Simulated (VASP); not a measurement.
# Ga (Fd-3m) in VASP: a series of runs

Ga is run at these levels: PBE; tasks: density of states.

Program: VASP 6.6.1. These are calculated values, not measurements. Logs are shortened: lines on timing, memory, paths and dates and some standing lists are left out, and cuts for length are marked.

## Step 1: The cell of the first run

Symmetry: Fd-3m, No. 227, cubic system. Conventional cell: a = 4.438 Å, b = 4.438 Å, c = 4.438 Å, α = 90.00°, β = 90.00°, γ = 90.00°. Within 2.5 Å of Ga (site symmetry -43m) lie 4 Ga at 1.92 Å.

## Step 2: Density of states, PBE (volume scaled by 0.43)

POSCAR reads:

```
Ga
1.0
    0.0000000000      2.2187724625      2.2187724625
    2.2187724625      0.0000000000      2.2187724625
    2.2187724625      2.2187724625      0.0000000000
Ga
2
Direct
   -0.1250000000     -0.1250000000     -0.1250000000
    0.1250000000      0.1250000000      0.1250000000
```

INCAR.step1 reads:

```
PREC = Accurate ; ENCUT = 520
EDIFF = 1E-7 ; ISMEAR = -1
SIGMA = 0.05 ; LREAL = False
LASPH = True ; NELM = 100
ALGO = Normal ; ISIF = 2
LWAVE = False ; LCHARG = True
GGA = PE ; NBANDS = 20
```

KPOINTS.step1 reads:

```
regular mesh
0
Gamma
  11 11 11
```

INCAR.step2 reads:

```
PREC = Accurate ; ENCUT = 520
EDIFF = 1E-7 ; ISMEAR = -5
SIGMA = 0.05 ; LREAL = False
LASPH = True ; NELM = 100
ALGO = Normal ; ISIF = 2
LWAVE = False ; LCHARG = False
GGA = PE ; LORBIT = 10
NEDOS = 2001 ; ICHARG = 11
```

KPOINTS.step2 reads:

```
regular mesh
0
Gamma
  17 17 17
```

Potentials or basis: VASP PAW PBE potentials, release 64 (Ga_d).

The run is started by

```bash
cat potpaw_PBE.64/Ga_d/POTCAR > POTCAR
cp INCAR.step1 INCAR
cp KPOINTS.step1 KPOINTS
mpirun -np 1 vasp_std > vasp.out
cp INCAR.step2 INCAR
cp KPOINTS.step2 KPOINTS
mpirun -np 1 vasp_std > vasp.out
```

OUTCAR:

```text
PREC = Accurate
   ENCUT = 520
   EDIFF = 1E-7
   ISMEAR = -5
   LREAL = False
   LASPH = True
   NELM = 100
   ISIF = 2
   GGA = PE
   LORBIT = 10
   ICHARG = 11

 ion  position               nearest neighbor table
   1  0.875  0.875  0.875-   2 1.92   2 1.92   2 1.92   2 1.92
   2  0.125  0.125  0.125-   1 1.92   1 1.92   1 1.92   1 1.92

  LATTYP: Found a face centered cubic cell.
 ALAT       =     4.4375449250

  Lattice vectors:

 A1 = (   0.0000000000,   2.2187724625,   2.2187724625)
 A2 = (   2.2187724625,   0.0000000000,   2.2187724625)
 A3 = (   2.2187724625,   2.2187724625,   0.0000000000)

Analysis of symmetry for initial positions (statically):
=====================================================================
 Subroutine PRICEL returns:
 Original cell was already a primitive cell.

 Routine SETGRP: Setting up the symmetry group for a
 face centered cubic supercell.

 Subroutine GETGRP returns: Found 48 space group operations
 (whereof 12 operations were pure point group operations)
 out of a pool of 48 trial point group operations.

The static configuration has the point symmetry D_3d.
 The point group associated with its full space group is O_h .

Analysis of symmetry for dynamics (positions and initial velocities):
=====================================================================
 Subroutine PRICEL returns:
 Original cell was already a primitive cell.

 Routine SETGRP: Setting up the symmetry group for a
 face centered cubic supercell.

 Subroutine GETGRP returns: Found 48 space group operations
 (whereof 12 operations were pure point group operations)
 out of a pool of 48 trial point group operations.

The dynamic configuration has the point symmetry D_3d.
 The point group associated with its full space group is O_h .

 Subroutine INISYM returns: Found 48 space group operations
 (whereof 12 operations are pure point group operations),
 and found     1 'primitive' translations

----------------------------------------------------------------------------------------

                                     Primitive cell

  volume of cell :      21.8458

  direct lattice vectors                    reciprocal lattice vectors
     0.000000000  2.218772463  2.218772463    -0.225349831  0.225349831  0.225349831
     2.218772463  0.000000000  2.218772463     0.225349831 -0.225349831  0.225349831
[... 85 lines left out ...]
   ENCUT  =  520.0 eV  38.22 Ry    6.18 a.u.   5.83  5.83  5.83*2*pi/ulx,y,z
   NELM   =    100;   NELMIN=  2; NELMDL=  0     # of ELM steps
   EDIFF  = 0.1E-06   stopping-criterion for ELM
   LREAL  =      F    real-space projection
   EDIFFG = 0.1E-05   stopping-criterion for IOM
   NSW    =      0    number of steps for IOM
   IBRION =     -1    ionic relax: 0-MD 1-quasi-New 2-CG
   NFREE  =      0    steps in history (QN), initial steepest desc. (CG)
   ISIF   =      2    stress and relaxation
   ISYM   =      2    0-nonsym 1-usesym 2-fastsym
   POTIM  = 0.5000    time-step for ionic-motion
   TEBEG  =    0.0;   TEEND  =   0.0 temperature during run
   PSTRESS=    0.0 pullay stress
   NELECT =      26.0000    total number of electrons
   NUPDOWN=      -1.0000    fix difference up-down
   EMIN   =  10.00;   EMAX   =-10.00  energy-range for DOS
   EFERMI =   0.00;   METHOD = LEGACY
   ISMEAR =    -5;   SIGMA  =   0.05  broadening in eV -4-tet -1-fermi 0-gaus
   EFERMI_NEDOS =   21; number of points for ismear=-14 and -15
   IALGO  =     38    algorithm
   IMIX   =      4    mixing-type and parameters
     AMIX     =   0.40;   BMIX     =  1.00
     AMIX_MAG =   1.60;   BMIX_MAG =  1.00
  volume/ion in A,a.u.               =      10.92        73.71
  Fermi-wavevector in a.u.,A,eV,Ry     =   1.734908  3.278501 40.952266  3.009907
  Thomas-Fermi vector in A             =   2.808615
   LORBIT       =     10    0 simple, 1 ext, 2 COOP (PROOUT), +10 PAW based schemes
   GGA     = PE    functional components
   LHFCALC =     F    Hartree Fock is set to
   AEXX    =    0.0000 exact exchange contribution
   IVDW    =     0    specifies the selected vdW correction
   LEPSILON=     F    determine dielectric tensor
   LRPA    =     F    only Hartree local field effects (RPA)
 non-spin polarized calculation
 Fermi weights with tetrahedron method with Bloechl corrections
  energy-cutoff  :      520.00
  volume of cell :       21.85
 maximum number of plane-waves:       609

 number of electron      26.0000022 magnetization

 Free energy of the ion-electron system (eV)
  ---------------------------------------------------
  ext. energy  EPLUGINS =         0.00000000
  ---------------------------------------------------
  free energy    TOTEN  =         3.80576539 eV

  energy without entropy =        3.80576539  energy(sigma->0) =        3.80576539

 E-fermi :  11.3411     XC(G=0): -13.7839

 val. band max:       11.5340047826   @ k =   0.3529   0.2353   0.0000
 cond. band min:      11.3083720858   @ k =  -0.1765   0.1765   0.0588
 fundamental gap:     -0.2256326968
 Fermi energy:        11.3410897722

 k-point     1 :       0.0000    0.0000    0.0000
  band No.  band energies     occupation
      1      -6.1774      2.00000
      2      -6.1774      2.00000
      3      -6.1774      2.00000
      4      -6.1223      2.00000
      5      -6.1223      2.00000
      6      -4.5517      2.00000
[... 457 lines left out ...]
      4      -5.9720      2.00000
      5      -5.8912      2.00000
      6      -4.7455      2.00000
[... 9 lines left out ...]
     16      21.0843      0.00000
     17      21.6711      0.00000

 [... further k-points ...]
[... 5 lines left out ...]
  --------------------------------------------------------------------------------------
  -------------------------------------------------------------------------------------
  Total       30.4854152     30.4854152     30.4854152     -0.0000000      0.0000000     -0.0000000
  in kB     2235.8074554   2235.8074554   2235.8074554     -0.0000000      0.0000000     -0.0000000
  external PRESSURE =    2235.8074554 kB  Pullay stress =       0.0000000 kB

 VOLUME and BASIS-vectors are now :
 -----------------------------------------------------------------------------
  energy-cutoff  :      520.00
  volume of cell :       21.85
      direct lattice vectors                 reciprocal lattice vectors
     0.000000000  2.218772463  2.218772463    -0.225349831  0.225349831  0.225349831
     2.218772463  0.000000000  2.218772463     0.225349831 -0.225349831  0.225349831
     2.218772463  2.218772463  0.000000000     0.225349831  0.225349831 -0.225349831

 POSITION                                       TOTAL-FORCE (eV/Angst)
 -----------------------------------------------------------------------------------
      3.88285      3.88285      3.88285        -0.000000      0.000000      0.000000
      0.55469      0.55469      0.55469         0.000000     -0.000000     -0.000000
 -----------------------------------------------------------------------------------
    total drift:                                0.000000      0.000000      0.000000

  FREE ENERGIE OF THE ION-ELECTRON SYSTEM (eV)
  ---------------------------------------------------
  free  energy   TOTEN  =         3.8057653886 eV

  energy  without entropy=        3.8057653886  energy(sigma->0) =        3.80576539

 total charge

# of ion       s       p       d       tot
------------------------------------------
    1        1.195   1.619  10.176  12.990
    2        1.195   1.619  10.176  12.990
--------------------------------------------------
tot          2.391   3.237  20.353  25.981
```

OUTCAR.step1:

```text
PREC = Accurate
   ENCUT = 520
   EDIFF = 1E-7
   ISMEAR = -1
   LREAL = False
[... 775 lines left out ...]
      3.88285      3.88285      3.88285        -0.000000     -0.000000     -0.000000
      0.55469      0.55469      0.55469         0.000000      0.000000      0.000000
 -----------------------------------------------------------------------------------
    total drift:                                0.000000      0.000000      0.000000

  FREE ENERGIE OF THE ION-ELECTRON SYSTEM (eV)
  ---------------------------------------------------
  free  energy   TOTEN  =         3.8296062969 eV

  energy  without entropy=        3.8393523468  energy(sigma->0) =        3.83447932
```

OSZICAR.step1:

```text
N       E                     dE             d eps       ncg     rms          rms(c)
DAV:   1     0.137169612900E+03    0.13717E+03   -0.12739E+04  2536   0.285E+03
DAV:   2     0.135680860929E+02   -0.12360E+03   -0.11923E+03  2272   0.399E+02
DAV:   3     0.387019779461E+01   -0.96979E+01   -0.96484E+01  2536   0.963E+01
DAV:   4     0.373822248849E+01   -0.13198E+00   -0.13192E+00  2464   0.114E+01
DAV:   5     0.373586586495E+01   -0.23566E-02   -0.23565E-02  2768   0.144E+00    0.406E+00
DAV:   6     0.376153812377E+01    0.25672E-01   -0.64243E-02  2868   0.659E+00    0.228E+00
DAV:   7     0.382786415292E+01    0.66326E-01   -0.37136E-02  2720   0.406E+00    0.274E-01
DAV:   8     0.382975072649E+01    0.18866E-02   -0.17556E-02  2500   0.209E+00    0.469E-02
DAV:   9     0.382961326891E+01   -0.13746E-03   -0.13948E-03  2992   0.402E-01    0.349E-02
DAV:  10     0.382960202271E+01   -0.11246E-04   -0.83108E-05  2736   0.138E-01    0.209E-02
DAV:  11     0.382960652396E+01    0.45012E-05   -0.21545E-05  2796   0.113E-01    0.256E-03
DAV:  12     0.382960667899E+01    0.15503E-06   -0.13618E-06  2636   0.114E-02    0.207E-03
DAV:  13     0.382960631716E+01   -0.36182E-06   -0.25887E-07  2020   0.120E-02    0.334E-04
DAV:  14     0.382960629690E+01   -0.20264E-07   -0.40263E-08  1516   0.227E-03
   1 F= 0.38296063E+01 E0= 0.38344793E+01  d E =-.974605E-02
```

Wall time 37 s (1 thread of Intel Xeon Platinum 8259CL at 2.50GHz (Skylake/Cascade Lake), shared host); peak memory 0.17 GiB.

Results:

```yaml
Valence_electrons_inside_the_program's_atomic_spheres: Ga 12.99
```

Levels at points of the mesh, in eV from the Fermi level:
```
           k point  band 11  band 12  band 13  band 14  band 15  band 16
(0.00, 0.00, 0.00)   -15.29     6.59     6.59     6.59     7.85     7.85
```

Caveat: tetrahedron occupations give inexact forces and stress in metals.

(Part 1 of 2 ends here.)
